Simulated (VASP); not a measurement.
Set up this calculation in VASP 6.6.1, as the native input.

```
Task                   : single point
Functional             : PBE
Potentials or basis    : VASP PAW PBE potentials, release 64 (Mg, Zr_sv, N)
Cutoff                 : 520 eV
k mesh                 : 12 × 12 × 12
Occupations            : gaussian, width 0.1 eV
Spin                   : no spin polarisation
Dipole correction      : no
Further INCAR settings : ALGO = Normal; EDIFF = 1e-06; NBANDS = 24
```

The structure of MgZr2N lies in POSCAR:

```
MgZr2N
1.0
    2.6943722306      1.5555965326      3.4894751078
   -2.6943722306      1.5555965326      3.4894751078
    0.0000000000     -3.1111930652      3.4894751079
Mg Zr N
1 2 1
Direct
    0.5000000000      0.5000000000      0.5000000000
    0.8136959303      0.8136959303      0.8136959303
    0.1863040697      0.1863040697      0.1863040697
    0.0000000000      0.0000000000      0.0000000000
```

One way to write it, as run:

INCAR

```
SYSTEM = MgZr2N
PREC = Accurate
ENCUT = 520
EDIFF = 1E-6
ISMEAR = 0
SIGMA = 0.1
LREAL = .FALSE.
LASPH = .TRUE.
NELM = 100
ALGO = Normal
ISIF = 2
LWAVE = .FALSE.
LCHARG = .FALSE.
GGA = PE
NBANDS = 24
```

KPOINTS

```
regular mesh
0
G
  12 12 12
  0 0 0
```

Potentials or basis: VASP PAW PBE potentials, release 64 (Mg, Zr_sv, N).

The run is started by

```console
$ cat potpaw_PBE.64/Mg/POTCAR potpaw_PBE.64/Zr_sv/POTCAR potpaw_PBE.64/N/POTCAR > POTCAR
$ mpirun -np 1 vasp_std > vasp.out
```

It gave:

| Item | Value |
| --- | --- |
| Pressure | 0.1 GPa |
| Largest force | 0.043 eV/Å |

It took 2.9 min on 1 thread of Intel(R) Xeon(R) 6975P-C (Granite Rapids), with other jobs on the host, peak memory 0.5 GiB.
